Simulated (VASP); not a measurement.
Write the native input for VASP 6.6.1 that does the following.

| Property | Result |
| --- | --- |
| Task | single point |
| Functional | LDA |
| Potentials or basis | VASP PAW LDA potentials, release 64 (Sb) |
| Cutoff | 500 eV |
| k mesh | 12 × 12 × 12 |
| Occupations | methfessel-paxton, width 0.15 eV |
| Spin | no spin polarisation |
| Dipole correction | no |
| Further INCAR settings | ALGO = Normal; EDIFF = 1e-06; NBANDS = 8 |

The structure of Sb lies in POSCAR:

```
Sb
1.0
   -1.8240916086      1.8240916086      1.8240916086
    1.8240916086     -1.8240916086      1.8240916086
    1.8240916086      1.8240916086     -1.8240916086
Sb
1
Direct
    0.0000000000      0.0000000000      0.0000000000
```

These files were run (other wordings do the same):

INCAR

```
PREC = Accurate
ENCUT = 500
EDIFF = 1E-6
ISMEAR = 1
SIGMA = 0.15
LREAL = False
LASPH = True
NELM = 120
ALGO = Normal
ISIF = 2
LWAVE = False
LCHARG = False
NBANDS = 8
GGA_COMPAT = False
```

KPOINTS

```
Automatic mesh
0
Gamma
  12 12 12
```

Potentials or basis: VASP PAW LDA potentials, release 64 (Sb).

Launch:

```bash
$ cat potpaw_LDA.64/Sb/POTCAR > POTCAR
$ mpirun -np 1 vasp_std > vasp.out
```

It gave:

- Pressure: 4.3 GPa

Wall time 6.8 s on 1 thread of Intel Xeon 6975P-C (shared host), peak memory 0.13 GiB.
